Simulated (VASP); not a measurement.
# Ge (Fd-3m) in VASP: settings compared

The runs below take Ge through single point, relaxation of cell and atoms, with pbe exchange, lda correlation, PBEsol-based global hybrid with 25 % exact exchange.

Everything below comes from runs of VASP 6.6.1. Logs are shortened: lines on timing, memory, paths and dates and some standing lists are left out, and cuts for length are marked.

**What was measured.**

From “Electronic and optical properties of SixGe1-x-ySny alloys lattice-matched to Ge”, 2021, arxiv:2109.02782, for a bulk crystal of Ge at 293 K: band gap 0.666 eV (indirect).

How close the calculation comes is told below.

### Step 1. The cell of the first run

Symmetry: Fd-3m, No. 227, cubic system. The conventional cell has a = 5.953 Å, b = 5.953 Å, c = 5.953 Å, α = 90.00°, β = 90.00°, γ = 90.00°. Ge (site symmetry -43m) has 4 Ge at 2.58 Å within 3.4 Å.

### Step 2. Single point, pbe exchange, lda correlation

Contents of INCAR:

```
SYSTEM = Ge
ALGO = Normal
EDIFF = 1E-6
ENCUT = 500
GGA = LIBXC
GGA_COMPAT = .False.
ISIF = 2
ISMEAR = -1
LASPH = .True.
LCHARG = .True.
LELF = .True.
LIBXC1 = GGA_X_PBE
LIBXC2 = LDA_C_PW
LREAL = .False.
LVHAR = .True.
LWAVE = .False.
NBANDS = 21
NELM = 120
PREC = Accurate
SIGMA = 0.1
```

Contents of KPOINTS:

```
k-points
0
Gamma
  8 8 8
  0 0 0
```

Contents of POSCAR:

```
Ge
1.0
    0.0000000000      2.9765074839      2.9765074839
    2.9765074839      0.0000000000      2.9765074839
    2.9765074839      2.9765074839      0.0000000000
Ge
2
Direct
    0.7500000000      0.7500000000      0.7500000000
    0.5000000000      0.5000000000      0.5000000000
```

Potentials or basis: VASP PAW PBE potentials, release 64 (Ge_d).

Command:

```sh
cat potpaw_PBE.64/Ge_d/POTCAR > POTCAR
mpirun -np 1 vasp_std > vasp.out
```

OUTCAR:

```text
SYSTEM = Ge
   EDIFF = 1E-6
   ENCUT = 500
   GGA = LIBXC
   ISIF = 2
   ISMEAR = -1
   LASPH = .True.
   LREAL = .False.
   NELM = 120
   PREC = Accurate

 ion  position               nearest neighbor table
   1  0.750  0.750  0.750-   2 2.58   2 2.58   2 2.58   2 2.58
   2  0.500  0.500  0.500-   1 2.58   1 2.58   1 2.58   1 2.58

  LATTYP: Found a face centered cubic cell.
 ALAT       =     5.9530149678

  Lattice vectors:

 A1 = (   0.0000000000,   2.9765074839,   2.9765074839)
 A2 = (   2.9765074839,   0.0000000000,   2.9765074839)
 A3 = (   2.9765074839,   2.9765074839,   0.0000000000)

Analysis of symmetry for initial positions (statically):
=====================================================================
 Subroutine PRICEL returns:
 Original cell was already a primitive cell.

 Routine SETGRP: Setting up the symmetry group for a
 face centered cubic supercell.

 Subroutine GETGRP returns: Found 48 space group operations
 (whereof 24 operations were pure point group operations)
 out of a pool of 48 trial point group operations.

The static configuration has the point symmetry T_d .
 The point group associated with its full space group is O_h .

Analysis of symmetry for dynamics (positions and initial velocities):
=====================================================================
 Subroutine PRICEL returns:
 Original cell was already a primitive cell.

 Routine SETGRP: Setting up the symmetry group for a
 face centered cubic supercell.

 Subroutine GETGRP returns: Found 48 space group operations
 (whereof 24 operations were pure point group operations)
 out of a pool of 48 trial point group operations.

The dynamic configuration has the point symmetry T_d .
 The point group associated with its full space group is O_h .

 Subroutine INISYM returns: Found 48 space group operations
 (whereof 24 operations are pure point group operations),
 and found     1 'primitive' translations

----------------------------------------------------------------------------------------

                                     Primitive cell

  volume of cell :      52.7413

  direct lattice vectors                    reciprocal lattice vectors
     0.000000000  2.976507484  2.976507484    -0.167982107  0.167982107  0.167982107
     2.976507484  0.000000000  2.976507484     0.167982107 -0.167982107  0.167982107
     2.976507484  2.976507484  0.000000000     0.167982107  0.167982107 -0.167982107

  length of vectors
     4.209417252  4.209417252  4.209417252     0.290953545  0.290953545  0.290953545

  position of ions in fractional coordinates (direct lattice)
     0.750000000  0.750000000  0.750000000
     0.500000000  0.500000000  0.500000000

  ion indices of the primitive-cell ions
   primitive index   ion index
                 1           1
                 2           2

----------------------------------------------------------------------------------------

 KPOINTS: k-points

Automatic generation of k-mesh.
 Grid dimensions read from file:
 generate k-points for:    8    8    8

 Generating k-lattice:

  Cartesian coordinates                     Fractional coordinates (reciprocal lattice)
    -0.020997763  0.020997763  0.020997763     0.125000000  0.000000000  0.000000000
     0.020997763 -0.020997763  0.020997763     0.000000000  0.125000000  0.000000000
     0.020997763  0.020997763 -0.020997763     0.000000000  0.000000000  0.125000000

  Length of vectors
     0.036369193  0.036369193  0.036369193

  Shift w.r.t. Gamma in fractional coordinates (k-lattice)
     0.000000000  0.000000000  0.000000000

 Subroutine IBZKPT returns following result:
 ===========================================

 Found     29 irreducible k-points:

 Following reciprocal coordinates:
            Coordinates               Weight
  0.000000  0.000000  0.000000      1.000000
  0.125000  0.000000  0.000000      8.000000
  0.250000  0.000000  0.000000      8.000000
  0.375000  0.000000  0.000000      8.000000
  0.500000  0.000000  0.000000      4.000000
  0.125000  0.125000  0.000000      6.000000
[... 16 lines left out ...]
  0.500000  0.250000  0.125000     48.000000
 -0.375000  0.250000  0.125000     24.000000
 [... further k-points ...]
   k-points           NKPTS =     29   k-points in BZ     NKDIM =     29   number of bands    NBANDS=     21
   number of dos      NEDOS =    301   number of ions     NIONS =      2
   total plane-waves  NPLWV =  32768
   dimension x,y,z NGX =    32 NGY =   32 NGZ =   32
   dimension x,y,z NGXF=    64 NGYF=   64 NGZF=   64
   ions per type =               2
   NGX,Y,Z   is equivalent  to a cutoff of  12.64, 12.64, 12.64 a.u.
   NGXF,Y,Z  is equivalent  to a cutoff of  25.28, 25.28, 25.28 a.u.
 SYSTEM =  Ge
   PREC   = accura    normal or accurate (medium, high low for compatibility)
   ISTART =      0    job   : 0-new  1-cont  2-samecut
   ICHARG =      2    charge: 1-file 2-atom 10-const
   ISPIN  =      1    spin polarized calculation?
   LNONCOLLINEAR =      F non collinear calculations
   LSORBIT =      F    spin-orbit coupling
   LASPH  =      T    aspherical Exc in radial PAW
   ENCUT  =  500.0 eV  36.75 Ry    6.06 a.u.   7.67  7.67  7.67*2*pi/ulx,y,z
   NELM   =    120;   NELMIN=  2; NELMDL= -5     # of ELM steps
   EDIFF  = 0.1E-05   stopping-criterion for ELM
   LREAL  =      F    real-space projection
   EDIFFG = 0.1E-04   stopping-criterion for IOM
   NSW    =      0    number of steps for IOM
   IBRION =     -1    ionic relax: 0-MD 1-quasi-New 2-CG
   NFREE  =      0    steps in history (QN), initial steepest desc. (CG)
   ISIF   =      2    stress and relaxation
   ISYM   =      2    0-nonsym 1-usesym 2-fastsym
   POTIM  = 0.5000    time-step for ionic-motion
   TEBEG  =    0.0;   TEEND  =   0.0 temperature during run
   PSTRESS=    0.0 pullay stress
   NELECT =      28.0000    total number of electrons
   NUPDOWN=      -1.0000    fix difference up-down
   EMIN   =  10.00;   EMAX   =-10.00  energy-range for DOS
   EFERMI =   0.00;   METHOD = LEGACY
   ISMEAR =    -1;   SIGMA  =   0.10  broadening in eV -4-tet -1-fermi 0-gaus
   EFERMI_NEDOS =   21; number of points for ismear=-14 and -15
   IALGO  =     38    algorithm
   IMIX   =      4    mixing-type and parameters
     AMIX     =   0.40;   BMIX     =  1.00
     AMIX_MAG =   1.60;   BMIX_MAG =  1.00
  volume/ion in A,a.u.               =      26.37       177.96
  Fermi-wavevector in a.u.,A,eV,Ry     =   1.325594  2.505009 23.908150  1.757199
  Thomas-Fermi vector in A             =   2.455043
   LORBIT       =      0    0 simple, 1 ext, 2 COOP (PROOUT), +10 PAW based schemes
   GGA     = LIBXC    functional components
   LHFCALC =     F    Hartree Fock is set to
   AEXX    =    0.0000 exact exchange contribution
   IVDW    =     0    specifies the selected vdW correction
   LEPSILON=     F    determine dielectric tensor
   LRPA    =     F    only Hartree local field effects (RPA)
 non-spin polarized calculation
  energy-cutoff  :      500.00
  volume of cell :       52.74
 maximum number of plane-waves:      1363
   NGX = 15   NGY = 15   NGZ = 15

 number of electron      28.0000021 magnetization

 Free energy of the ion-electron system (eV)
  ---------------------------------------------------
  ext. energy  EPLUGINS =         0.00000000
  ---------------------------------------------------
  free energy    TOTEN  =        -7.32682150 eV

  energy without entropy =       -7.31745005  energy(sigma->0) =       -7.32213577

 E-fermi :   3.5002     XC(G=0):  -8.9528

 val. band max:        3.4328585304   @ k =   0.5000   0.0000   0.0000
 cond. band min:       3.5470638660   @ k =   0.3750   0.0000   0.0000
 fundamental gap:      0.1142053356
 Fermi energy:         3.5001657509

 k-point     1 :       0.0000    0.0000    0.0000
  band No.  band energies     occupation
      1     -21.2244      2.00000
      2     -21.2244      2.00000
      3     -21.2244      2.00000
      4     -21.1981      2.00000
      5     -21.1981      2.00000
      6     -21.0591      2.00000
[... 13 lines left out ...]
     20      12.9052      0.00000
     21      12.9052      0.00000

 k-point     2 :       0.1250    0.0000    0.0000
  band No.  band energies     occupation
      1     -21.2294      2.00000
      2     -21.2294      2.00000
      3     -21.2227      2.00000
      4     -21.1911      2.00000
      5     -21.1911      2.00000
      6     -21.0692      2.00000
[... 13 lines left out ...]
     20      12.2223      0.00000
     21      12.2223      0.00000

 k-point     3 :       0.2500    0.0000    0.0000
  band No.  band energies     occupation
      1     -21.2362      2.00000
      2     -21.2362      2.00000
      3     -21.2183      2.00000
      4     -21.1800      2.00000
      5     -21.1800      2.00000
      6     -21.0791      2.00000
[... 13 lines left out ...]
     20      11.9820      0.00000
     21      11.9820      0.00000

 k-point     4 :       0.3750    0.0000    0.0000
  band No.  band energies     occupation
      1     -21.2400      2.00000
      2     -21.2400      2.00000
      3     -21.2137      2.00000
      4     -21.1728      2.00000
      5     -21.1728      2.00000
      6     -21.0847      2.00000
[... 13 lines left out ...]
     20      12.8941      0.00000
     21      12.8941      0.00000

 k-point     5 :       0.5000    0.0000    0.0000
  band No.  band energies     occupation
      1     -21.2410      2.00000
      2     -21.2410      2.00000
      3     -21.2117      2.00000
      4     -21.1706      2.00000
      5     -21.1706      2.00000
      6     -21.0862      2.00000
[... 13 lines left out ...]
     20      13.5926      0.00000
     21      14.2689      0.00000
[... 382 lines left out ...]
     20      13.9571      0.00000
     21      15.8732      0.00000

 k-point    22 :       0.3750    0.2500    0.1250
  band No.  band energies     occupation
      1     -21.2428      2.00000
      2     -21.2421      2.00000
      3     -21.2122      2.00000
      4     -21.1749      2.00000
      5     -21.1572      2.00000
      6     -21.1102      2.00000
[... 13 lines left out ...]
     20      13.3243      0.00000
     21      13.5775      0.00000

 k-point    23 :       0.5000    0.2500    0.1250
  band No.  band energies     occupation
      1     -21.2512      2.00000
      2     -21.2460      2.00000
      3     -21.1976      2.00000
      4     -21.1651      2.00000
      5     -21.1488      2.00000
      6     -21.1163      2.00000
[... 13 lines left out ...]
     20      12.8424      0.00000
     21      14.6793      0.00000

 k-point    24 :      -0.3750    0.2500    0.1250
  band No.  band energies     occupation
      1     -21.2546      2.00000
      2     -21.2470      2.00000
      3     -21.1908      2.00000
      4     -21.1578      2.00000
      5     -21.1496      2.00000
      6     -21.1134      2.00000
[... 13 lines left out ...]
     20      14.3801      0.00000
     21      14.4388      0.00000

 [... further k-points ...]

------------------------ aborting loop because EDIFF is reached ----------------------------------------

  FORCE on cell =-STRESS in cart. coord.  units (eV):
  Direction    XX          YY          ZZ          XY          YZ          ZX
  --------------------------------------------------------------------------------------
  -------------------------------------------------------------------------------------
  Total        0.0160715      0.0160715      0.0160715      0.0000000      0.0000000      0.0000000
  in kB        0.4882209      0.4882209      0.4882209      0.0000000      0.0000000      0.0000000
  external PRESSURE =       0.4882209 kB  Pullay stress =       0.0000000 kB

 VOLUME and BASIS-vectors are now :
 -----------------------------------------------------------------------------
  energy-cutoff  :      500.00
  volume of cell :       52.74
      direct lattice vectors                 reciprocal lattice vectors
     0.000000000  2.976507484  2.976507484    -0.167982107  0.167982107  0.167982107
     2.976507484  0.000000000  2.976507484     0.167982107 -0.167982107  0.167982107
     2.976507484  2.976507484  0.000000000     0.167982107  0.167982107 -0.167982107

 POSITION                                       TOTAL-FORCE (eV/Angst)
 -----------------------------------------------------------------------------------
      4.46476      4.46476      4.46476         0.000000      0.000000      0.000000
      2.97651      2.97651      2.97651        -0.000000     -0.000000     -0.000000
 -----------------------------------------------------------------------------------
    total drift:                               -0.000000     -0.000000      0.000000

  FREE ENERGIE OF THE ION-ELECTRON SYSTEM (eV)
  ---------------------------------------------------
  free  energy   TOTEN  =        -7.3268215020 eV

  energy  without entropy=       -7.3174500465  energy(sigma->0) =       -7.32213577
```

Wall time 17 s (1 thread of Intel Xeon Platinum 8559C (Emerald Rapids), shared host); peak memory 0.17 GiB.

What came out:

| Item | Value |
| --- | --- |
| Free energy | -7.3268 eV |
| Pressure | 0.0 GPa |
| Band gap on the k mesh | zero (bands 14 and 15 overlap by 0.19 eV) |

Caveat: semilocal functionals underestimate gaps, so a narrow gap can read as zero; the PAW data sets were made with another functional, which shifts forces and pressure a little.

### Step 3. Relaxation of cell and atoms, pbe exchange, lda correlation

This run uses another cell than the first one, of 22.64 Å³/atom.

Contents of INCAR:

```
  ALGO = Normal
  EDIFF = 1E-7
  EDIFFG = -0.02
  ENCUT = 500
  GGA = LIBXC
  GGA_COMPAT = False
  IBRION = 2
  ISIF = 3
  ISMEAR = -1
  LASPH = True
  LCHARG = False
  LIBXC1 = GGA_X_PBE
  LIBXC2 = LDA_C_PW
  LREAL = False
  LWAVE = False
  NELM = 120
  NELMIN = 4
  NSW = 80
  PREC = Accurate
  SIGMA = 0.1
```

Contents of KPOINTS:

```
k-points
0
Gamma
  8 8 8
```

Contents of POSCAR:

```
Ge
1.0
    0.0000000000      2.8289100000      2.8289100000
    2.8289100000      0.0000000000      2.8289100000
    2.8289100000      2.8289100000      0.0000000000
Ge
2
Direct
    0.7500000000      0.7500000000      0.7500000000
    0.5000000000      0.5000000000      0.5000000000
```

Potentials or basis: VASP PAW PBE potentials, release 64 (Ge_d).

Command:

```sh
cat potpaw_PBE.64/Ge_d/POTCAR > POTCAR
mpirun -np 1 vasp_std > vasp.out
```

It took 37 s on 1 thread of Intel Xeon Platinum 8559C (Emerald Rapids), shared host; peak memory 0.17 GiB.

The run converged. Its results:

* Free energy: -7.3192 eV
* Relaxed volume: 26.26 Å³/atom
* Relaxed cell: a = 4.204 Å, b = 4.204 Å, c = 4.204 Å, α = 60.00°, β = 60.00°, γ = 60.00°
* Space group after relaxing (to 0.1 Å): Fd-3m (No. 227)
* Energy gained by relaxing: 91.6 meV/atom
* Ionic steps: 3
* Pressure after relaxing: 0.1 GPa
* Band gap on the k mesh: zero (bands 14 and 15 overlap by 0.18 eV)

The path:
```
step  energy change (eV)  largest force (eV/Å)  pressure (GPa)  volume (Å³)
   1              0.0000                0.0000            9.29        45.28
   2             -0.1752                0.0000           -1.37        54.43
   3             -0.1832                0.0000            0.07        52.52
```

Final structure:
```cif
data_structure
_symmetry_space_group_name_H-M 'P 1'
_symmetry_Int_Tables_number 1
_cell_length_a 4.2035
_cell_length_b 4.2035
_cell_length_c 4.2035
_cell_angle_alpha 60.000
_cell_angle_beta 60.000
_cell_angle_gamma 60.000
_cell_volume 52.52
loop_
_atom_site_label
_atom_site_type_symbol
_atom_site_fract_x
_atom_site_fract_y
_atom_site_fract_z
_atom_site_occupancy
Ge1 Ge 0.75000 0.75000 0.75000 1
Ge2 Ge 0.50000 0.50000 0.50000 1
```

Levels at points of the mesh, in eV from the Fermi level:
```
           k point  band 10  band 11  band 12  band 13  band 14  band 15  band 16  band 17  band 18
(0.00, 0.00, 0.00)   -24.56   -11.61    -1.33     0.12     0.12     0.12     2.65     2.65     2.65
(0.50, 0.00, 0.00)   -24.54    -9.90    -6.89    -1.06    -1.06    -0.06     3.87     3.87     7.49
(0.50, 0.50, 0.00)   -24.53    -8.32    -8.32    -2.42    -2.42     1.23     1.23     8.37     8.37
```

Caveat: the volume moved by over 15 % at a fixed basis, so the end points are rough; semilocal functionals underestimate gaps, so a narrow gap can read as zero; the PAW data sets were made with another functional, which shifts forces and pressure a little.

### Step 4. Single point, PBEsol-based global hybrid with 25 % exact exchange

This run uses another cell than the first one, of 22.31 Å³/atom.

Contents of POSCAR:

```
Ge
1.0
    0.0000000000      2.8150807516      2.8150807516
    2.8150807516      0.0000000000      2.8150807516
    2.8150807516      2.8150807516      0.0000000000
Ge
2
Direct
    0.7500000000      0.7500000000      0.7500000000
    0.5000000000      0.5000000000      0.5000000000
```

Contents of INCAR.step1:

```
  PREC = Accurate
  ENCUT = 520
  EDIFF = 1E-5
  ISMEAR = -1
  SIGMA = 0.05
  LREAL = False
  LASPH = True
  NELM = 60
  ALGO = Normal
  ISIF = 2
  LWAVE = True
  LCHARG = False
  GGA = PE
  NBANDS = 21
```

Contents of INCAR.step2:

```
  PREC = Accurate
  ENCUT = 520
  EDIFF = 1E-6
  ISMEAR = -1
  SIGMA = 0.05
  LREAL = False
  LASPH = True
  NELM = 60
  ALGO = Normal
  ISIF = 2
  LWAVE = False
  LCHARG = False
  GGA = PS
  LHFCALC = True
  AEXX = 0.25
  PRECFOCK = Normal
  ISTART = 1
  NBANDS = 21
```

Contents of KPOINTS:

```
regular mesh
0
Gamma
  4 4 4
```

Command:

```sh
cat potpaw_PBE.64/Ge_d/POTCAR > POTCAR
cp INCAR.step1 INCAR
mpirun -np 1 vasp_std > vasp.out
cp INCAR.step2 INCAR
mpirun -np 1 vasp_std > vasp.out
```

Run time: 18 min. Hardware: 1 thread of Intel Xeon Platinum 8488C (Sapphire Rapids), shared host; peak memory 0.17 GiB.

Results (log left out):

| Item | Value |
| --- | --- |
| Free energy | -12.0824 eV |
| Pressure | -0.1 GPa |
| Band gap on the k mesh | 1.58 eV (least direct gap 1.77 eV) |

Levels at points of the mesh, in eV from the valence-band top:
| k point | band 10 | band 11 | band 12 | band 13 | band 14 | band 15 | band 16 | band 17 | band 18 | band 19 |
| --- | --- | --- | --- | --- | --- | --- | --- | --- | --- | --- |
| (0.00, 0.00, 0.00) | -27.66 | -14.23 | 0.00 | 0.00 | 0.00 | 1.77 | 3.97 | 3.97 | 3.97 | 7.86 |
| (0.50, 0.00, 0.00) | -27.64 | -11.85 | -8.44 | -1.56 | -1.56 | 1.58 | 5.21 | 5.21 | 8.56 | 12.37 |
| (0.50, 0.50, 0.00) | -27.62 | -9.82 | -9.82 | -3.44 | -3.44 | 1.94 | 1.94 | 11.70 | 11.70 | 13.72 |

Caveat: the k points lie up to 0.48 Å⁻¹ apart; the PAW data sets were made with another functional, which shifts forces and pressure a little. A k mesh can miss the band edges.

### Step 5. Overview

| task | level | cell | k mesh | cutoff (eV) | smearing | grid for exact exchange (PRECFOCK) | share of exact exchange | gap on the mesh (eV) | pressure (GPa) |
| --- | --- | --- | --- | --- | --- | --- | --- | --- | --- |
| single point | pbe exchange, lda correlation | a = 4.209 Å, angles 60.0°, 2 atoms | 8 × 8 × 8 | 500 | fermi-dirac 0.1 eV | - | - | none | 0.0 |
| relaxation of cell and atoms | pbe exchange, lda correlation | relaxed from a = 4.001 Å, angles 60.0°, 2 atoms | 8 × 8 × 8 | 500 | fermi-dirac 0.1 eV | - | - | none | 0.1 |
| single point | PBEsol-based global hybrid with 25 % exact exchange | a = 3.981 Å, angles 60.0°, 2 atoms | 4 × 4 × 4 | 520 | fermi-dirac 0.05 eV | Normal | 0.25 | 1.58 | -0.1 |

Alike in all rows: potentials or basis VASP PAW PBE potentials, release 64 (Ge_d); no spin polarisation.

Caveats: some runs use coarse meshes; the PAW data sets were made with another functional, which shifts forces and pressure a little; semilocal functionals underestimate gaps, so a narrow gap can read as zero (at least some runs); the volume moved by over 15 % at a fixed basis, so the end points are rough (at least some runs).

Total energies depend on the potentials used, so only differences within one code and one set of settings carry meaning.

### Step 6. Comparison with measurements

Step 2. Measured gap of Ge: 0.666 eV (indirect; 293 K; “Electronic and optical properties of SixGe1-x-ySny alloys lattice-matched to Ge”, 2021, arxiv:2109.02782). This calculation gives 0.00 eV (-0.67 eV). 3 values of this kind are on record (0.666 to 0.807 eV); this one was drawn at random among those near their median. Spin-orbit coupling on Ge is left out. The value is that of pbe exchange, lda correlation on a finite k mesh, which can miss the band edges, without temperature or zero-point motion.

Step 3. The cell as given is a measured one (22.64 Å³/atom); pbe exchange, lda correlation puts the equilibrium volume +16.0 % from it, thermal expansion not counted.
